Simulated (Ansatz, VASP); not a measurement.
## One calculation of Ti2WC3, two programs

```xyz
12
Lattice="1.5338 -2.6567 0.0000 -4.6015 -2.6567 0.0000 0.0000 0.0000 -7.5374" Properties=species:S:1:pos:R:3 pbc="T T T"
Ti   -3.0677   -3.5422   -2.5176
Ti    0.0000   -3.5422   -2.5176
Ti   -1.5338   -4.4278   -5.0198
Ti    0.0000   -1.7711   -5.0198
W    -4.6015   -2.6567   -7.5374
W    -1.5338   -2.6567   -7.5374
C    -1.5338   -4.4278   -1.2625
C     0.0000   -1.7711   -1.2625
C    -4.6015   -2.6567   -3.7687
C    -1.5338   -2.6567   -3.7687
C    -3.0677   -3.5422   -6.2749
C     0.0000   -3.5422   -6.2749
```

Alike in both runs: task single point; functional PBE; k mesh 8 × 4 × 4; occupations gaussian, width 0.2 eV; no spin polarisation.

|  | VASP | Ansatz |
| --- | --- | --- |
| version | VASP 6.6.1 | Ansatz 0.2.0 |
| potentials or method | VASP PAW PBE potentials, release 64 (Ti_sv, W_sv, C), cutoff 520 eV | scalar-relativistic, plane waves, PAW |
| valence electrons in the cell | 100 | 100 |

VASP gave:

| Item | Value |
| --- | --- |
| gap on the k mesh at the Fermi level (eV) | none |
| pressure (GPa) | 0.5 |
| traceless stress, the component that is largest in VASP (GPa) | 0.10 |
| rms of the force components (eV/Å) | 0.023 |

Task: Estimate Ansatz's values.

Result: gap on the k mesh at the Fermi level (eV): none; pressure (GPa): 0.0; traceless stress, the component that is largest in VASP (GPa): 0.10; rms of the force components (eV/Å): 0.022.

Atom by atom the forces differ by 0.007 eV/Å (rms over components). A gap of «none» marks a metal or a gap that the smearing closes.

Neither program's run includes spin-orbit coupling.
